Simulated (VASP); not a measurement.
Crystal: TiO2 (Rutile).

```xyz
6
Lattice="4.5922 0.0000 0.0000 0.0000 4.5922 0.0000 0.0000 0.0000 2.9574" Properties=species:S:1:pos:R:3 pbc="T T T"
Ti    0.0000    0.0000    0.0000
Ti    2.2961    2.2961    1.4787
O     1.3970    1.3970    0.0000
O     0.8991    3.6931    1.4787
O     3.1952    3.1952    0.0000
O     3.6931    0.8991    1.4787
```

Base run:

* Program: VASP 6.6.1
* Functional: r2SCAN
* Potentials or basis: VASP PAW PBE potentials, release 64 (Ti_sv, O)
* Cutoff: 520 eV
* k mesh: 7 × 7 × 10
* Occupations: fermi-dirac, width 0.02 eV
* Spin: no spin polarisation

Its results: band gap on the k mesh 2.21 eV, direct; pressure 1.2 GPa; largest force 0.020 eV/Å.

The run is repeated on the same cell with these changes: functional from r2SCAN to LDA; potentials or basis from VASP PAW PBE potentials, release 64 (Ti_sv, O) to VASP PAW LDA potentials, release 64 (Ti_sv, O). What comes out?

Band gap on the k mesh 1.76 eV, direct; pressure -7.0 GPa; largest force 0.092 eV/Å.

Caveats: the PAW data sets were made with another functional, which shifts forces and pressure a little (some runs).

A k mesh can miss the band edges.
